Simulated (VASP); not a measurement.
Here is a VASP 6.6.1 calculation.

The input POSCAR:

```
Hg
1.0
    1.8778599936      1.0841829728      2.1547276236
   -1.8778599936      1.0841829728      2.1547276236
    0.0000000000     -2.1683659456      2.1547276235
Hg
1
Direct
    0.0000000000      0.0000000000      0.0000000000
```

INCAR.step1

```
SYSTEM = Hg
  PREC = Accurate
  ENCUT = 520
  ISMEAR = -1
  SIGMA = 0.1
  LREAL = .FALSE.
  LASPH = .TRUE.
  NELM = 60
  NBANDS = 12
  GGA = PE
  ALGO = Normal
  EDIFF = 1E-4
  LWAVE = .TRUE.
  LCHARG = .FALSE.
```

The input INCAR.step2:

```
SYSTEM = Hg
  PREC = Accurate
  ENCUT = 520
  EDIFF = 1E-7
  ISMEAR = -1
  SIGMA = 0.1
  LREAL = .FALSE.
  LASPH = .TRUE.
  NELM = 60
  ALGO = Normal
  ISIF = 2
  LWAVE = .FALSE.
  LCHARG = .FALSE.
  METAGGA = R2SCAN
  LMIXTAU = .TRUE.
  NBANDS = 12
  ISTART = 1
```

The input KPOINTS:

```
Automatic mesh
0
G
  9 9 9
  0 0 0
```

Potentials or basis: VASP PAW PBE potentials, release 64 (Hg).

Run with:

```bash
$ cat potpaw_PBE.64/Hg/POTCAR > POTCAR
$ cp INCAR.step1 INCAR
$ mpirun -np 1 vasp_std > vasp.out
$ cp INCAR.step2 INCAR
$ mpirun -np 1 vasp_std > vasp.out
```

**Question.** Predict the band gap on the k mesh.

**Answer.** Zero (bands 6 and 7 overlap by 2.36 eV).

**Question.** Predict the pressure.

**Answer.** 0.5 GPa.

Stress tensor (GPa, compression positive):
```
0.42 0.00 0.00
0.00 0.42 0.00
0.00 0.00 0.62
```

Caveat: the PAW data sets were made with another functional, which shifts forces and pressure a little; spin-orbit coupling is left out, which moves the levels of the heavy elements.
